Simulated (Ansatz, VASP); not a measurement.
## Two plane-wave programs on BiN

File INCAR:

```
SYSTEM = BiN
PREC = Accurate
ENCUT = 520
EDIFF = 1E-6
ISMEAR = 0
SIGMA = 0.05
LREAL = .FALSE.
LASPH = .TRUE.
NELM = 60
ALGO = Normal
ISIF = 2
LWAVE = .FALSE.
LCHARG = .TRUE.
GGA = PE
LELF = .TRUE.
LVHAR = .TRUE.
NBANDS = 17
```

File KPOINTS:

```
Automatic mesh
0
G
  10 10 10
  0 0 0
```

POSCAR

```
BiN
1.0
    0.0000000000      2.7928055308      2.7928055308
    2.7928055308      0.0000000000      2.7928055308
    2.7928055308      2.7928055308      0.0000000000
Bi N
1 1
Direct
    0.0000000000      0.0000000000      0.0000000000
    0.2500000000      0.2500000000      0.2500000000
```

Input for Ansatz:

```yaml
crystal:
  lattice:
    - [0.0, 2.7928055308, 2.7928055308]
    - [2.7928055308, 0.0, 2.7928055308]
    - [2.7928055308, 2.7928055308, 0.0]
  atoms:
    - { symbol: Bi, position: [0.0, 0.0, 0.0] }
    - { symbol: "N", position: [0.25, 0.25, 0.25] }
basis:
  ecutwfc: 420
  ecutrho_ratio: 4
kpoints:
  mp_grid: { grid: [10, 10, 10] }
hamiltonian:
  xc: pbe
scf:
  occupations: { method: gaussian, width: 0.05 }
output:
  forces: true
  stress: true
  eigenvalues: true
```

Alike in both runs: task single point; functional PBE; k mesh 10 × 10 × 10; occupations gaussian, width 0.05 eV; no spin polarisation.

|  | VASP | Ansatz |
| --- | --- | --- |
| version | VASP 6.6.1 | Ansatz 0.2.0 |
| potentials or method | VASP PAW PBE potentials, release 64 (Bi_d, N), cutoff 520 eV | scalar-relativistic, plane waves, PAW |
| valence electrons in the cell | 20 | 20 |

```tsv
	VASP	Ansatz	Ansatz less VASP
pressure (GPa)	-1.5	-1.5	+0.01
```

Spin-orbit coupling is off throughout.
